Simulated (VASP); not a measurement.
# SrAlO (P-6m2) in VASP: a series of runs

SrAlO is run at these levels: PBE; tasks: single point.

Program: VASP 6.6.1. These are calculated values, not measurements. Logs are shortened: lines on timing, memory, paths and dates and some standing lists are left out, and cuts for length are marked.

### 1 The cell of the first run

The structure is hexagonal, space group P-6m2 (No. 187). Conventional cell: a = 4.284 Å, b = 4.284 Å, c = 3.576 Å, α = 90.00°, β = 90.00°, γ = 120.00°. Within 4.0 Å of Sr (site symmetry -6m2) lie 6 Al at 3.05 Å and 6 O at 3.05 Å and 2 Sr at 3.58 Å. Al (site symmetry -6m2) has 3 O at 2.47 Å and 6 Sr at 3.05 Å within 3.3 Å. O (site symmetry -6m2) has 3 Al at 2.47 Å and 6 Sr at 3.05 Å within 3.3 Å.

### 2 Single point, PBE, collinear spin, ferromagnetic start

Input file INCAR:

```
SYSTEM = SrAlO
ALGO = Normal
EDIFF = 1E-6
ENCUT = 520
GGA = PE
ISIF = 2
ISMEAR = 0
ISPIN = 2
LASPH = .True.
LCHARG = .True.
LELF = .True.
LORBIT = 11
LREAL = .False.
LVHAR = .True.
LWAVE = .False.
MAGMOM = 0 0 1
NBANDS = 20
NELM = 150
PREC = Accurate
SIGMA = 0.1
```

Input file KPOINTS:

```
k-points
0
Gamma
  6 6 6
  0 0 0
```

Input file POSCAR:

```
SrAlO
1.0
    4.2842414100      0.0000000000      0.0000000000
   -2.1421207100      3.7102619000      0.0000000000
    0.0000000000      0.0000000000      3.5761822100
Sr Al O
1 1 1
Direct
    0.6666666700      0.3333333300      0.0000000000
    0.3333333300      0.6666666700      0.5000000000
    0.0000000000      0.0000000000      0.5000000000
```

Potentials or basis: VASP PAW PBE potentials, release 64 (Sr_sv, Al, O).

Launch:

```
$ cat potpaw_PBE.64/Sr_sv/POTCAR potpaw_PBE.64/Al/POTCAR potpaw_PBE.64/O/POTCAR > POTCAR
$ mpirun -np 1 vasp_std > vasp.out
```

OUTCAR:

```text
SYSTEM = SrAlO
   EDIFF = 1E-6
   ENCUT = 520
   GGA = PE
   ISIF = 2
   ISMEAR = 0
   ISPIN = 2
   LASPH = .True.
   LORBIT = 11
   LREAL = .False.
   NELM = 150
   PREC = Accurate

 ion  position               nearest neighbor table
   1  0.667  0.333  0.000-   2 3.05   2 3.05   3 3.05   3 3.05   2 3.05   2 3.05   3 3.05   3 3.05
                             3 3.05   3 3.05   2 3.05   2 3.05
   2  0.333  0.667  0.500-   3 2.47   3 2.47   3 2.47   1 3.05   1 3.05   1 3.05   1 3.05   1 3.05
                             1 3.05
   3  0.000  0.000  0.500-   2 2.47   2 2.47   2 2.47   1 3.05   1 3.05   1 3.05   1 3.05   1 3.05
                             1 3.05

  LATTYP: Found a hexagonal cell.
 ALAT       =     4.2842414100
 C/A-ratio  =     0.8347293880

  Lattice vectors:

 A1 = (   4.2842414100,   0.0000000000,   0.0000000000)
 A2 = (  -2.1421207100,   3.7102619000,   0.0000000000)
 A3 = (   0.0000000000,   0.0000000000,   3.5761822100)

Analysis of symmetry for initial positions (statically):
=====================================================================
 Subroutine PRICEL returns:
 Original cell was already a primitive cell.

 Routine SETGRP: Setting up the symmetry group for a
 hexagonal supercell.

 Subroutine GETGRP returns: Found 12 space group operations
 (whereof 12 operations were pure point group operations)
 out of a pool of 24 trial point group operations.

The static configuration has the point symmetry D_3h.

Analysis of symmetry for dynamics (positions and initial velocities):
=====================================================================
 Subroutine PRICEL returns:
 Original cell was already a primitive cell.

 Routine SETGRP: Setting up the symmetry group for a
 hexagonal supercell.

 Subroutine GETGRP returns: Found 12 space group operations
 (whereof 12 operations were pure point group operations)
 out of a pool of 24 trial point group operations.

The dynamic configuration has the point symmetry D_3h.

Analysis of structural, dynamic, and magnetic symmetry:
=====================================================================
 Subroutine PRICEL returns:
 Original cell was already a primitive cell.

 Routine SETGRP: Setting up the symmetry group for a
 hexagonal supercell.

 Subroutine GETGRP returns: Found 12 space group operations
 (whereof 12 operations were pure point group operations)
 out of a pool of 24 trial point group operations.

The overall configuration has the point symmetry D_3h.

 Subroutine INISYM returns: Found 12 space group operations
 (whereof 12 operations are pure point group operations),
 and found     1 'primitive' translations
[... 119 lines left out ...]
  Fermi-wavevector in a.u.,A,eV,Ry     =   1.136126  2.146968 17.562172  1.290783
  Thomas-Fermi vector in A             =   2.272831
   LORBIT       =     11    0 simple, 1 ext, 2 COOP (PROOUT), +10 PAW based schemes
   GGA     = PE    functional components
   LHFCALC =     F    Hartree Fock is set to
   AEXX    =    0.0000 exact exchange contribution
   IVDW    =     0    specifies the selected vdW correction
   LEPSILON=     F    determine dielectric tensor
   LRPA    =     F    only Hartree local field effects (RPA)
 spin polarized calculation
 Gauss-broadening in eV      SIGMA  =   0.10
  energy-cutoff  :      520.00
  volume of cell :       56.85
 maximum number of plane-waves:      1554
 NGX is ok and might be reduce to    32
   NGX = 15   NGY = 15   NGZ = 13

 number of electron      19.0000002 magnetization       0.0001421

 number of electron      19.0000002 magnetization      -0.0000207

 Free energy of the ion-electron system (eV)
  ---------------------------------------------------
  ext. energy  EPLUGINS =         0.00000000
  ---------------------------------------------------
  free energy    TOTEN  =       -12.36221035 eV

  energy without entropy =      -12.35702372  energy(sigma->0) =      -12.35961704

 E-fermi :   4.7535     XC(G=0):  -9.7169

 val. band max:        4.6845189477   @ k =   0.3333   0.3333   0.5000
 cond. band min:       4.7673871504   @ k =   0.1667   0.0000   0.0000
 fundamental gap:      0.0828682026
 Fermi energy:         4.7534887017

 spin component 1

 k-point     1 :       0.0000    0.0000    0.0000
  band No.  band energies     occupation
      1     -30.8695      1.00000
      2     -13.1328      1.00000
      3     -12.8431      1.00000
      4     -12.8431      1.00000
      5     -12.8344      1.00000
      6      -0.5751      1.00000
[... 541 lines left out ...]
     19      13.3906      0.00000
     20      14.7459      0.00000

 [... further k-points ...]

 spin component 2

 k-point     1 :       0.0000    0.0000    0.0000
  band No.  band energies     occupation
      1     -30.8695      1.00000
      2     -13.1328      1.00000
      3     -12.8431      1.00000
      4     -12.8431      1.00000
      5     -12.8344      1.00000
      6      -0.5751      1.00000
[... 541 lines left out ...]
     19      13.3906      0.00000
     20      14.7459      0.00000

 [... further k-points ...]
[... 5 lines left out ...]
  --------------------------------------------------------------------------------------
  -------------------------------------------------------------------------------------
  Total       -1.0342765     -1.0342765      3.6723337      0.0000000      0.0000000      0.0000000
  in kB      -29.1507076    -29.1507076    103.5033908      0.0000000      0.0000000      0.0000000
  external PRESSURE =      15.0673252 kB  Pullay stress =       0.0000000 kB

 VOLUME and BASIS-vectors are now :
 -----------------------------------------------------------------------------
  energy-cutoff  :      520.00
  volume of cell :       56.85
      direct lattice vectors                 reciprocal lattice vectors
     4.284241410  0.000000000  0.000000000     0.233413551  0.134761377  0.000000000
    -2.142120710  3.710261900  0.000000000     0.000000000  0.269522753  0.000000000
     0.000000000  0.000000000  3.576182210     0.000000000  0.000000000  0.279627810

 POSITION                                       TOTAL-FORCE (eV/Angst)
 -----------------------------------------------------------------------------------
      2.14212      1.23675      0.00000        -0.000000     -0.000000      0.000000
     -0.00000      2.47351      1.78809         0.000000      0.000000      0.000000
      0.00000      0.00000      1.78809         0.000000     -0.000000      0.000000
 -----------------------------------------------------------------------------------
    total drift:                               -0.000017      0.000010      0.000000

  FREE ENERGIE OF THE ION-ELECTRON SYSTEM (eV)
  ---------------------------------------------------
  free  energy   TOTEN  =       -12.3622103537 eV

  energy  without entropy=      -12.3570237175  energy(sigma->0) =      -12.35961704

 total charge

# of ion       s       p       d       tot
------------------------------------------
    1        2.023   5.771   0.299   8.094
    2        0.553   0.249   0.000   0.803
    3        1.592   3.232   0.000   4.824
--------------------------------------------------
tot          4.169   9.252   0.299  13.720

 magnetization (x)

# of ion       s       p       d       tot
------------------------------------------
    1        0.000  -0.000   0.000   0.000
    2       -0.000   0.000   0.000  -0.000
    3       -0.000  -0.000   0.000  -0.000
--------------------------------------------------
tot         -0.000  -0.000   0.000  -0.000
```

It took 32 s on 1 thread of Intel Xeon Platinum 8488C (Sapphire Rapids), shared host; peak memory 0.22 GiB.

What came out:

- Free energy: -12.3622 eV
- Pressure: 1.5 GPa
- Net moment: 0.00 μB per cell
- Valence electrons inside the program's atomic spheres: Sr 8.09; Al 0.80; O 4.82

Stress tensor (GPa, compression positive):
```
-2.92  0.00  0.00
 0.00 -2.92  0.00
 0.00  0.00 10.35
```

### 3 Single point, PBE

This run uses another cell than the first one, of 20.22 Å³/atom, 1.067 times its volume.

Input file INCAR:

```
SYSTEM = SrAlO
PREC     = Accurate       ! precision mode
ENCUT    = 520            ! plane-wave cutoff, eV
EDIFF    = 1E-6           ! SCF threshold, eV
ISMEAR   = 0              ! smearing method
SIGMA    = 0.1            ! smearing width, eV
LREAL    = .False.        ! projectors in reciprocal space
LASPH    = .True.         ! aspherical terms in the spheres
NELM     = 60             ! most SCF steps
ALGO     = Normal         ! electronic algorithm
ISIF     = 2              ! what is computed and relaxed
LWAVE    = .False.        ! write WAVECAR
LCHARG   = .False.        ! write CHGCAR
GGA      = PE             ! functional
NBANDS   = 16             ! bands
```

Input file KPOINTS:

```
Automatic mesh
0
Gamma
  12 12 10
  0 0 0
```

Input file POSCAR:

```
SrAlO
1.0
    3.6523655243      0.0000000025      0.0000000000
   -1.8261827643      3.1630413267      0.0000000000
    0.0000000000      0.0000000000      5.2505893300
Sr Al O
1 1 1
Direct
    0.6666666667      0.3333333333      0.0000000000
    0.3333333333      0.6666666667      0.5000000000
    0.0000000000      0.0000000000      0.5000000000
```

Potentials or basis: VASP PAW PBE potentials, release 64 (Sr_sv, Al, O).

Launch:

```
$ cat potpaw_PBE.64/Sr_sv/POTCAR potpaw_PBE.64/Al/POTCAR potpaw_PBE.64/O/POTCAR > POTCAR
$ mpirun -np 1 vasp_std > vasp.out
```

Run time: 53 s. Hardware: 1 thread of Intel Xeon Platinum 8488C (Sapphire Rapids), shared host; peak memory 0.27 GiB.

It converged, with:

| Quantity | Value |
| --- | --- |
| Free energy | -13.0475 eV |
| Pressure | 0.0 GPa |

Levels at points of the mesh, in eV from the Fermi level:
```
           k point  band 6  band 7  band 8  band 9  band 10  band 11  band 12  band 13  band 14  band 15
(0.00, 0.00, 0.00)   -4.74   -4.74   -4.73   -4.09    -0.30     2.42     3.29     3.29     5.38     5.38
(0.50, 0.00, 0.00)   -7.24   -5.14   -4.38   -0.64     0.27     0.49     2.20     4.06     5.21     5.23
(0.00, 0.00, 0.50)   -5.54   -4.74   -4.74   -2.71    -0.91     2.63     3.29     3.29     4.11     4.11
(0.50, 0.00, 0.50)   -7.12   -5.19   -4.27   -0.82    -0.73     2.43     2.99     3.57     4.33     4.66
```

Caveat: an odd number of electrons without spin polarisation forces a metal; a magnetic or distorted state may lie lower.
